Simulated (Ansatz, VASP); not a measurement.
**AlN in VASP and in Ansatz**

Contents of INCAR:

```
PREC     = Accurate       # precision mode
ENCUT    = 520            # plane-wave cutoff, eV
EDIFF    = 1E-6           # SCF threshold, eV
ISMEAR   = 0              # smearing method
SIGMA    = 0.05           # smearing width, eV
LREAL    = False          # projectors in reciprocal space
LASPH    = True           # aspherical terms in the spheres
NELM     = 80             # most SCF steps
ALGO     = Normal         # electronic algorithm
ISIF     = 2              # what is computed and relaxed
LWAVE    = False          # write WAVECAR
LCHARG   = False          # write CHGCAR
GGA      = PS             # functional
NBANDS   = 26             # bands
```

KPOINTS

```
regular mesh
0
Gamma
  8 8 3
```

The input POSCAR:

```
AlN
1.0
   -3.1135599822      0.0000000000      0.0000000000
   -1.5567799911     -2.6964220408      0.0000000000
   -0.3891949978     -0.6741055102     10.6667009506
Al N
4 4
Direct
    0.3333333333      0.1220465571      0.8451471048
    0.3333333333      0.2388434585      0.3779594994
    0.6666666667      0.6305752425      0.1443656966
    0.6666666667      0.5137783411      0.6115533021
    0.3333333333      0.3110263068      0.0892281061
    0.3333333333      0.1942294054      0.5564157116
    0.6666666667      0.5859611895      0.3228219088
    0.6666666667      0.4691642881      0.7900095143
```

Input for Ansatz:

```yaml
crystal:
  lattice:
    - [-3.1135599822, 0.0, 0.0]
    - [-1.5567799911, -2.6964220408, 0.0]
    - [-0.3891949978, -0.6741055102, 10.6667009506]
  atoms:
    - { symbol: Al, position: [0.3333333333, 0.1220465571, 0.8451471048] }
    - { symbol: Al, position: [0.3333333333, 0.2388434585, 0.3779594994] }
    - { symbol: Al, position: [0.6666666667, 0.6305752425, 0.1443656966] }
    - { symbol: Al, position: [0.6666666667, 0.5137783411, 0.6115533021] }
    - { symbol: "N", position: [0.3333333333, 0.3110263068, 0.0892281061] }
    - { symbol: "N", position: [0.3333333333, 0.1942294054, 0.5564157116] }
    - { symbol: "N", position: [0.6666666667, 0.5859611895, 0.3228219088] }
    - { symbol: "N", position: [0.6666666667, 0.4691642881, 0.7900095143] }
basis:
  ecutwfc: 520.0
kpoints:
  mp_grid: { grid: [8, 8, 3] }
hamiltonian:
  xc: pbesol
  pseudopotentials: { kind: paw, azcp: { folder: soft_1 } }
scf:
  occupations: { method: gaussian, width: 0.05 }
output:
  forces: true
  stress: true
  eigenvalues: true
```

Alike in both runs: task single point; functional PBEsol; k mesh 8 × 8 × 3; occupations gaussian, width 0.05 eV; no spin polarisation.

|  | VASP | Ansatz |
| --- | --- | --- |
| version | VASP 6.6.1 | Ansatz 0.2.0 |
| potentials or method | VASP PAW PBE potentials, release 64 (Al, N), cutoff 520 eV | scalar-relativistic, plane waves, PAW |
| valence electrons in the cell | 32 | 32 |

Ansatz gave:

```
gap on the k mesh at the Fermi level (eV)                     : 1.82
least direct gap on the mesh (eV)                             : 1.82
pressure (GPa)                                                : -4.5
traceless stress, the component that is largest in VASP (GPa) : -4.83
rms of the force components (eV/Å)                            : 0.608
```

Problem. What did VASP give for the same quantities?

Solution. gap on the k mesh at the Fermi level (eV): 1.84; least direct gap on the mesh (eV): 1.84; pressure (GPa): -4.5; traceless stress, the component that is largest in VASP (GPa): -4.94; rms of the force components (eV/Å): 0.606.

VASP's potentials were made for PBE, not for PBEsol, and Ansatz warns of the same on its side. Atom by atom the forces differ by 0.004 eV/Å (rms over components).
